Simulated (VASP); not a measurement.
# Al: single point with PBEsol

Crystal: Al.

```xyz
4
Lattice="-1.6063 1.6063 -1.6063 -1.6063 -1.6063 1.6063 -1.4457 5.3008 7.5497" Properties=species:S:1:pos:R:3 pbc="T T T"
Al    0.0000    5.6221    5.6221
Al   -1.6063    0.8032    0.8032
Al    0.0000    2.4095    2.4095
Al   -1.6063    4.0158    4.0158
```

```yaml
Program: VASP 6.6.1
Task: single point
Functional: PBEsol
Potentials_or_basis: VASP PAW PBE potentials, release 64 (Al)
Cutoff: 500 eV
k_mesh: 16 × 16 × 5
Occupations: gaussian, width 0.15 eV
Spin: no spin polarisation
```

```json
{
 "Pressure": "0.2 GPa",
 "Largest force": "0.098 eV/Å",
 "Band gap on the k mesh": "zero (bands 6 and 7 overlap by 6.49 eV)"
}
```

Forces on the atoms (eV/Å):
```
Al   0.090 -0.031 -0.025
Al  -0.090  0.031  0.025
Al   0.005  0.009 -0.027
Al  -0.005 -0.009  0.027
```

Stress tensor (GPa, compression positive):
```
-0.36 -0.26 -0.14
-0.26  0.60 -0.58
-0.14 -0.58  0.25
```

Levels at points of the mesh, in eV from the Fermi level:
```csv
k point,band 4,band 5,band 6,band 7,band 8,band 9
"(0.00, 0.00, 0.00)",-4.29,-3.83,4.27,4.30,8.21,8.29
"(0.50, 0.00, 0.00)",-4.17,-4.05,-3.60,0.48,0.62,1.46
"(0.00, 0.50, 0.00)",-5.12,-2.59,-2.28,-1.52,-1.22,3.79
"(0.50, 0.50, 0.00)",-3.19,-1.21,-0.88,0.18,0.86,2.25
```

Run time: 5.2 min on 1 thread of Intel(R) Xeon(R) Platinum 8259CL CPU @ 2.50GHz (Skylake/Cascade Lake) (shared host), peak memory 0.49 GiB.

Caveat: the PAW data sets were made with another functional, which shifts forces and pressure a little.
